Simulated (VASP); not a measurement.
**ScAl3: single point with PBEsol**

ScAl3:

```
CELL_PARAMETERS angstrom
4.23415 0.00000 0.00000
0.00000 4.23415 0.00000
0.00000 0.00000 3.97359
ATOMIC_POSITIONS crystal
Sc 0.00000 0.00000 0.00000
Al 0.50000 0.00000 0.50000
Al 0.00000 0.50000 0.50000
Al 0.50000 0.50000 0.00000
```

This cell differs from its parent crystal: biaxial strain in the a-b plane: +4.0 %.

- Program: VASP 6.6.1
- Task: single point
- Functional: PBEsol
- Potentials or basis: VASP PAW PBE potentials, release 64 (Sc_sv, Al)
- Cutoff: 520 eV
- k mesh: 14 × 14 × 14
- Occupations: gaussian, width 0.1 eV
- Spin: no spin polarisation
- Dipole correction: no
- Further INCAR settings: ALGO = Fast; EDIFF = 1e-07; NBANDS = 18

```yaml
Pressure: -4.1 GPa
Band_gap_on_the_k_mesh: zero (bands 10 and 11 overlap by 3.53 eV)
```

Stress tensor (GPa, compression positive):
```
-6.63  0.00  0.00
 0.00 -6.63  0.00
 0.00  0.00  1.01
```

Levels at points of the mesh, in eV from the Fermi level:
| k point | band 6 | band 7 | band 8 | band 9 | band 10 | band 11 | band 12 | band 13 | band 14 | band 15 |
| --- | --- | --- | --- | --- | --- | --- | --- | --- | --- | --- |
| (0.00, 0.00, 0.00) | -2.91 | -2.29 | -2.05 | -2.05 | -1.17 | 1.13 | 1.22 | 1.36 | 1.36 | 4.45 |
| (0.50, 0.00, 0.00) | -7.23 | -1.90 | -1.35 | -1.21 | 0.43 | 0.68 | 1.48 | 1.62 | 1.76 | 1.81 |
| (0.50, 0.50, 0.00) | -5.73 | -5.73 | -4.27 | -0.21 | -0.21 | 1.62 | 1.79 | 1.80 | 2.14 | 3.82 |
| (0.00, 0.00, 0.50) | -7.05 | -1.78 | -1.78 | -1.53 | 0.43 | 0.77 | 0.77 | 1.28 | 1.55 | 2.52 |
| (0.50, 0.00, 0.50) | -5.51 | -5.37 | -4.25 | -0.72 | -0.55 | 1.04 | 1.06 | 1.92 | 2.64 | 2.95 |
| (0.50, 0.50, 0.50) | -4.72 | -4.67 | -4.31 | -2.97 | -2.97 | -2.72 | 0.79 | 2.32 | 2.72 | 3.71 |

Run time: 5.8 min on 1 thread of Intel(R) Xeon(R) Platinum 8488C (Sapphire Rapids) (shared host), peak memory 0.44 GiB.

Caveat: the cell differs from its parent crystal (biaxial strain in the a-b plane: +4.0 %); the stress differs along the axes, from -7 to 1 GPa; the PAW data sets were made with another functional, which shifts forces and pressure a little.
